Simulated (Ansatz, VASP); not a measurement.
Cd: VASP beside Ansatz

The input INCAR:

```
  ALGO = Normal
  EDIFF = 1E-6
  ENCUT = 520
  GGA = PE
  ISIF = 2
  ISMEAR = -1
  LASPH = T
  LCHARG = F
  LREAL = F
  LWAVE = F
  NBANDS = 25
  NELM = 80
  PREC = Accurate
  SIGMA = 0.08
```

Contents of KPOINTS:

```
k-points
0
Gamma
  7 7 10
```

The input POSCAR:

```
Cd
1.0
    4.2263310794      0.0000000000      0.0000000000
   -2.1131655397      3.6601100796      0.0000000000
    0.0000000000      0.0000000000      2.5225718204
Cd
3
Direct
    0.0000000000      0.0000000000      0.0000000000
    0.3333333333      0.6666666667      0.5000000000
    0.6666666667      0.3333333333      0.5000000000
```

Input for Ansatz:

```yaml
crystal:
  lattice:
    - [4.2263310794, 0.0, 0.0]
    - [-2.1131655397, 3.6601100796, 0.0]
    - [0.0, 0.0, 2.5225718204]
  atoms:
    - { symbol: Cd, position: [0.0, 0.0, 0.0] }
    - { symbol: Cd, position: [0.3333333333, 0.6666666667, 0.5] }
    - { symbol: Cd, position: [0.6666666667, 0.3333333333, 0.5] }
kpoints:
  mp_grid: { grid: [7, 7, 10] }
scf:
  occupations: { method: fermi_dirac, width: 0.08 }
hamiltonian:
  xc: pbe
  pseudopotentials: { kind: all_electron, lapw: { basis_error: 0.001 } }
output:
  forces: true
  stress: true
  eigenvalues: true
  populations: true
```

Change from the starting cell: volume scaled by 0.55, LAPW.

Alike in both runs: task single point; functional PBE; k mesh 7 × 7 × 10; occupations fermi-dirac, width 0.08 eV; no spin polarisation.

|  | VASP | Ansatz |
| --- | --- | --- |
| version | VASP 6.6.1 | Ansatz 0.2.0 |
| potentials or method | VASP PAW PBE potentials, release 64 (Cd), cutoff 520 eV | all-electron LAPW, scalar-relativistic |

|  | VASP | Ansatz | Ansatz less VASP |
| --- | --- | --- | --- |
| pressure (GPa) | 128.4 | 123.9 | -4.42 |
| traceless stress, the component that is largest in VASP (GPa) | 0.21 | 0.14 | -0.070 |

Both programs put the cell under a high pressure, so it lies far from rest at this level. Ansatz ran all-electron here, and VASP with PAW potentials.

Noted on VASP's run: the cell as given lies far from equilibrium.
